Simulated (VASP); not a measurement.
# Pd (Im-3m) in VASP: a series of runs

Pd is run at these levels: PBEsol, r2SCAN, LDA; tasks: single point, relaxation of cell and atoms.

All numbers are computed with VASP 6.6.1; they aren't measurements. Logs are shortened: lines on timing, memory, paths and dates and some standing lists are left out, and cuts for length are marked.

**1. The cell of the first run**

The structure is cubic, space group Im-3m (No. 229). Conventional cell: a = 3.145 Å, b = 3.145 Å, c = 3.145 Å, α = 90.00°, β = 90.00°, γ = 90.00°. Within 3.6 Å of Pd (site symmetry m-3m) lie 14 Pd at 2.72 to 3.14 Å.

**2. Single point, PBEsol, non-collinear spin, zero start, spin-orbit coupling**

The input, INCAR:

```
SYSTEM = Pd
PREC = Accurate ; ENCUT = 520
EDIFF = 1E-6 ; ISMEAR = -1
SIGMA = 0.05 ; LREAL = .FALSE.
LASPH = .TRUE. ; NELM = 150
ALGO = Normal ; ISIF = 2
LWAVE = .FALSE. ; LCHARG = .FALSE.
LNONCOLLINEAR = .TRUE. ; MAGMOM = 0 0 0
LORBIT = 11 ; LSORBIT = .TRUE.
GGA_COMPAT = .FALSE. ; LORBMOM = .TRUE.
LMAXMIX = 4 ; GGA = PS
NBANDS = 21
```

The input, KPOINTS:

```
regular mesh
0
G
  12 12 12
  0 0 0
```

The input, POSCAR:

```
Pd
1.0
   -1.5722810000      1.5722810000      1.5722810000
    1.5722810000     -1.5722810000      1.5722810000
    1.5722810000      1.5722810000     -1.5722810000
Pd
1
Direct
    0.0000000000      0.0000000000      0.0000000000
```

Potentials or basis: VASP PAW PBE potentials, release 64 (Pd).

The run is started by

```console
$ cat potpaw_PBE.64/Pd/POTCAR > POTCAR
$ mpirun -np 1 vasp_ncl > vasp.out
```

OUTCAR:

```text
SYSTEM = Pd
   PREC = Accurate
   ENCUT = 520
   EDIFF = 1E-6
   ISMEAR = -1
   LREAL = .FALSE.
   LASPH = .TRUE.
   NELM = 150
   ISIF = 2
   LNONCOLLINEAR = .TRUE.
   LORBIT = 11
   LSORBIT = .TRUE.
   GGA = PS

 ion  position               nearest neighbor table
   1  0.000  0.000  0.000-

  LATTYP: Found a body centered cubic cell.
 ALAT       =     3.1445620000

  Lattice vectors:

 A1 = (  -1.5722810000,   1.5722810000,   1.5722810000)
 A2 = (   1.5722810000,  -1.5722810000,   1.5722810000)
 A3 = (   1.5722810000,   1.5722810000,  -1.5722810000)

Analysis of symmetry for initial positions (statically):
=====================================================================
 Subroutine PRICEL returns:
 Original cell was already a primitive cell.

 Routine SETGRP: Setting up the symmetry group for a
 body centered cubic supercell.

 Subroutine GETGRP returns: Found 48 space group operations
[... 9 lines left out ...]

 Routine SETGRP: Setting up the symmetry group for a
 body centered cubic supercell.

 Subroutine GETGRP returns: Found 48 space group operations
 (whereof 48 operations were pure point group operations)
 out of a pool of 48 trial point group operations.

The dynamic configuration has the point symmetry O_h .

Analysis of structural, dynamic, and magnetic symmetry:
=====================================================================
 Subroutine PRICEL returns:
 Original cell was already a primitive cell.

 Routine SETGRP: Setting up the symmetry group for a
 body centered cubic supercell.

 Subroutine GETGRP returns: Found 48 space group operations
 (whereof 48 operations were pure point group operations)
 out of a pool of 48 trial point group operations.

The overall configuration has the point symmetry O_h .

 Subroutine INISYM returns: Found 48 space group operations
[... 5 lines left out ...]
                                     Primitive cell

  volume of cell :      15.5471

  direct lattice vectors                    reciprocal lattice vectors
    -1.572281000  1.572281000  1.572281000     0.000000000  0.318009313  0.318009313
     1.572281000 -1.572281000  1.572281000     0.318009313  0.000000000  0.318009313
     1.572281000  1.572281000 -1.572281000     0.318009313  0.318009313  0.000000000

  length of vectors
     2.723270576  2.723270576  2.723270576     0.449733083  0.449733083  0.449733083

  position of ions in fractional coordinates (direct lattice)
     0.000000000  0.000000000  0.000000000

  ion indices of the primitive-cell ions
   primitive index   ion index
                 1           1

----------------------------------------------------------------------------------------

 KPOINTS: regular mesh

Automatic generation of k-mesh.
 Grid dimensions read from file:
 generate k-points for:   12   12   12

 Generating k-lattice:

  Cartesian coordinates                     Fractional coordinates (reciprocal lattice)
     0.000000000  0.026500776  0.026500776     0.083333333  0.000000000  0.000000000
     0.026500776  0.000000000  0.026500776     0.000000000  0.083333333  0.000000000
     0.026500776  0.026500776  0.000000000     0.000000000  0.000000000  0.083333333

  Length of vectors
     0.037477757  0.037477757  0.037477757

  Shift w.r.t. Gamma in fractional coordinates (k-lattice)
     0.000000000  0.000000000  0.000000000

 Subroutine IBZKPT returns following result:
 ===========================================

 Found     72 irreducible k-points:

 Following reciprocal coordinates:
            Coordinates               Weight
  0.000000  0.000000  0.000000      1.000000
  0.083333  0.000000  0.000000     12.000000
  0.166667  0.000000  0.000000     12.000000
  0.250000  0.000000  0.000000     12.000000
  0.333333  0.000000  0.000000     12.000000
  0.416667  0.000000  0.000000     12.000000
[... 16 lines left out ...]
  0.333333  0.083333  0.083333     24.000000
  0.416667  0.083333  0.083333     12.000000
 [... further k-points ...]
   k-points           NKPTS =     72   k-points in BZ     NKDIM =     72   number of bands    NBANDS=     21
   number of dos      NEDOS =    301   number of ions     NIONS =      1
   total plane-waves  NPLWV =   8000
   dimension x,y,z NGX =    20 NGY =   20 NGZ =   20
   dimension x,y,z NGXF=    40 NGYF=   40 NGZF=   40
   ions per type =               1
   NGX,Y,Z   is equivalent  to a cutoff of  12.21, 12.21, 12.21 a.u.
   NGXF,Y,Z  is equivalent  to a cutoff of  24.42, 24.42, 24.42 a.u.
 SYSTEM =  Pd
   PREC   = accura    normal or accurate (medium, high low for compatibility)
   ISTART =      0    job   : 0-new  1-cont  2-samecut
   ICHARG =      2    charge: 1-file 2-atom 10-const
   ISPIN  =      1    spin polarized calculation?
   LNONCOLLINEAR =      T non collinear calculations
   LSORBIT =      T    spin-orbit coupling
   LASPH  =      T    aspherical Exc in radial PAW
   ENCUT  =  520.0 eV  38.22 Ry    6.18 a.u.   5.06  5.06  5.06*2*pi/ulx,y,z
   NELM   =    150;   NELMIN=  2; NELMDL= -5     # of ELM steps
   EDIFF  = 0.1E-05   stopping-criterion for ELM
   LREAL  =      F    real-space projection
   EDIFFG = 0.1E-04   stopping-criterion for IOM
   NSW    =      0    number of steps for IOM
   IBRION =     -1    ionic relax: 0-MD 1-quasi-New 2-CG
   NFREE  =      0    steps in history (QN), initial steepest desc. (CG)
   ISIF   =      2    stress and relaxation
   ISYM   =      2    0-nonsym 1-usesym 2-fastsym
   POTIM  = 0.5000    time-step for ionic-motion
   TEBEG  =    0.0;   TEEND  =   0.0 temperature during run
   PSTRESS=    0.0 pullay stress
   NELECT =      10.0000    total number of electrons
   NUPDOWN=      -1.0000    fix difference up-down
   EMIN   =  10.00;   EMAX   =-10.00  energy-range for DOS
   EFERMI =   0.00;   METHOD = LEGACY
   ISMEAR =    -1;   SIGMA  =   0.05  broadening in eV -4-tet -1-fermi 0-gaus
   EFERMI_NEDOS =   21; number of points for ismear=-14 and -15
   IALGO  =     38    algorithm
   IMIX   =      4    mixing-type and parameters
     AMIX     =   0.40;   BMIX     =  1.00
     AMIX_MAG =   1.60;   BMIX_MAG =  1.00
  volume/ion in A,a.u.               =      15.55       104.92
  Fermi-wavevector in a.u.,A,eV,Ry     =   1.413160  2.670485 27.171123  1.997021
  Thomas-Fermi vector in A             =   2.534834
   LORBIT       =     11    0 simple, 1 ext, 2 COOP (PROOUT), +10 PAW based schemes
   GGA     = PS    functional components
   LHFCALC =     F    Hartree Fock is set to
   AEXX    =    0.0000 exact exchange contribution
   IVDW    =     0    specifies the selected vdW correction
   LEPSILON=     F    determine dielectric tensor
   LRPA    =     F    only Hartree local field effects (RPA)
  energy-cutoff  :      520.00
  volume of cell :       15.55
 maximum number of plane-waves:       860
   NGX = 11   NGY = 11   NGZ = 11

 number of electron      10.0000000 magnetization       0.0000000      0.0000000      0.0000000

 number of electron      10.0000005 magnetization       0.0000000     -0.0000000      0.0000000

 number of electron      10.0000005 magnetization      -0.0000000      0.0000000     -0.0000000

 Free energy of the ion-electron system (eV)
  ---------------------------------------------------
  ext. energy  EPLUGINS =         0.00000000
  ---------------------------------------------------
  free energy    TOTEN  =        -5.92547227 eV

  energy without entropy =       -5.91509786  energy(sigma->0) =       -5.92028506

 E-fermi :   8.7545     XC(G=0): -13.0519

 val. band max:        8.7447406360   @ k =  -0.2500   0.2500   0.1667
 cond. band min:       8.8121261443   @ k =  -0.4167   0.4167   0.4167
 fundamental gap:      0.0673855083
 Fermi energy:         8.7544975190

 k-point     1 :       0.0000    0.0000    0.0000
  band No.  band energies     occupation
      1       1.9273      1.00000
      2       1.9273      1.00000
      3       5.8887      1.00000
      4       5.8887      1.00000
      5       5.8887      1.00000
      6       5.8887      1.00000
[... 13 lines left out ...]
     20      35.3807      0.00000
     21      35.9768      0.00000
[... 529 lines left out ...]
 k-point    24 :       0.4167    0.0833    0.0833
  band No.  band energies     occupation
      1       4.1588      1.00000
      2       4.1588      1.00000
      3       4.8806      1.00000
      4       4.8806      1.00000
      5       7.6837      1.00000
      6       7.6837      1.00000
[... 13 lines left out ...]
     20      32.7444      0.00000
     21      35.3659      0.00000

 [... further k-points ...]
[... 5 lines left out ...]
  --------------------------------------------------------------------------------------
  -------------------------------------------------------------------------------------
  Total       -0.9848461     -0.9848461     -0.9848461     -0.0000000     -0.0000000      0.0000000
  in kB     -101.4912213   -101.4912213   -101.4912213     -0.0000000     -0.0000000      0.0000000
  external PRESSURE =    -101.4912213 kB  Pullay stress =       0.0000000 kB

 VOLUME and BASIS-vectors are now :
 -----------------------------------------------------------------------------
  energy-cutoff  :      520.00
  volume of cell :       15.55
      direct lattice vectors                 reciprocal lattice vectors
    -1.572281000  1.572281000  1.572281000     0.000000000  0.318009313  0.318009313
     1.572281000 -1.572281000  1.572281000     0.318009313  0.000000000  0.318009313
     1.572281000  1.572281000 -1.572281000     0.318009313  0.318009313  0.000000000

 POSITION                                       TOTAL-FORCE (eV/Angst)
 -----------------------------------------------------------------------------------
      0.00000      0.00000      0.00000        -0.000000      0.000000      0.000000
 -----------------------------------------------------------------------------------
    total drift:                                0.000000     -0.000000      0.000000

  FREE ENERGIE OF THE ION-ELECTRON SYSTEM (eV)
  ---------------------------------------------------
  free  energy   TOTEN  =        -5.9254722707 eV

  energy  without entropy=       -5.9150978569  energy(sigma->0) =       -5.92028506

 orbital moment (x)

 # of ion     p       d       tot
 ----------------------------------------
  1         0.000  -0.000  -0.000
 ----------------------------------------
            0.000  -0.000  -0.000

 orbital moment (y)

 # of ion     p       d       tot
 ----------------------------------------
  1         0.000  -0.000  -0.000
 ----------------------------------------
            0.000  -0.000  -0.000

 orbital moment (z)

 # of ion     p       d       tot
 ----------------------------------------
  1         0.000  -0.000  -0.000
 ----------------------------------------
            0.000  -0.000  -0.000

 Spin-Orbit-Coupling matrix elements

 Ion:    1  E_soc:     -0.0818464
 l=   1
     0.0000000    -0.0023114    -0.0023114
    -0.0023114     0.0000000    -0.0023114
    -0.0023114    -0.0023114     0.0000000
 l=   2
     0.0000000    -0.0026749     0.0000000    -0.0026749    -0.0086548
    -0.0026749     0.0000000    -0.0064911    -0.0026749    -0.0021637
     0.0000000    -0.0064911     0.0000000    -0.0064911     0.0000000
    -0.0026749    -0.0026749    -0.0064911     0.0000000    -0.0021637
    -0.0086548    -0.0021637     0.0000000    -0.0021637     0.0000000
 l=   3
     0.0000000     0.0000000     0.0000000     0.0000000     0.0000000     0.0000000     0.0000000
     0.0000000     0.0000000     0.0000000     0.0000000     0.0000000     0.0000000     0.0000000
     0.0000000     0.0000000     0.0000000     0.0000000     0.0000000     0.0000000     0.0000000
     0.0000000     0.0000000     0.0000000     0.0000000     0.0000000     0.0000000     0.0000000
     0.0000000     0.0000000     0.0000000     0.0000000     0.0000000     0.0000000     0.0000000
     0.0000000     0.0000000     0.0000000     0.0000000     0.0000000     0.0000000     0.0000000
     0.0000000     0.0000000     0.0000000     0.0000000     0.0000000     0.0000000     0.0000000

 total charge

# of ion       s       p       d       tot
------------------------------------------
    1        0.456   0.424   8.449   9.329

 magnetization (x)

# of ion       s       p       d       tot
------------------------------------------
    1        0.000  -0.000   0.000   0.000

 magnetization (y)

# of ion       s       p       d       tot
------------------------------------------
    1       -0.000  -0.000  -0.000  -0.000

 magnetization (z)

# of ion       s       p       d       tot
------------------------------------------
    1        0.000   0.000  -0.000   0.000
```

Run time: 36 s. Hardware: 1 thread of AMD EPYC 7R43 (Zen 3), shared host; peak memory 0.14 GiB.

Results:

| Item | Value |
| --- | --- |
| Free energy | -5.9255 eV |
| Pressure | -10.1 GPa |
| Net moment | 0.00 μB per cell |
| Valence electrons inside the program's atomic spheres | Pd 9.33 |

Moments on the atoms (μB; x, y, z):
```
Pd  0.00 0.00 0.00
```

Caveat: the PAW data sets were made with another functional, which shifts forces and pressure a little.

(Continued in part 2 of 2.)
